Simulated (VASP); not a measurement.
A run of VASP 6.6.1 is set up as follows.

The input INCAR:

```
SYSTEM = TlCl
ALGO = Normal ; EDIFF = 1E-6
ENCUT = 500 ; GGA = PE
GGA_COMPAT = .False. ; ISIF = 2
ISMEAR = -1 ; LASPH = .True.
LCHARG = .False. ; LREAL = .False.
LWAVE = .False. ; NBANDS = 17
NELM = 120 ; PREC = Accurate
SIGMA = 0.02
```

KPOINTS

```
k-points
0
Gamma
  8 8 8
  0 0 0
```

File POSCAR:

```
TlCl
1.0
    3.8082676810      0.0000000000      0.0000000000
    0.0000000000      3.8082676810      0.0000000000
    0.0000000000      0.0000000000      3.8082676810
Tl Cl
1 1
Direct
    0.0000000000      0.0000000000      0.0000000000
    0.5000000000      0.5000000000      0.5000000000
```

Potentials or basis: VASP PAW PBE potentials, release 64 (Tl_d, Cl).

Run with:

```console
$ cat potpaw_PBE.64/Tl_d/POTCAR potpaw_PBE.64/Cl/POTCAR > POTCAR
$ mpirun -np 1 vasp_std > vasp.out
```

Problem. What does it give for the band gap on the k mesh?

Solution. 2.03 eV, direct.

Problem. What does it give for the pressure?

Solution. 1.8 GPa.

Caveat: spin-orbit coupling is left out, which moves the levels of the heavy elements. A k mesh can miss the band edges.
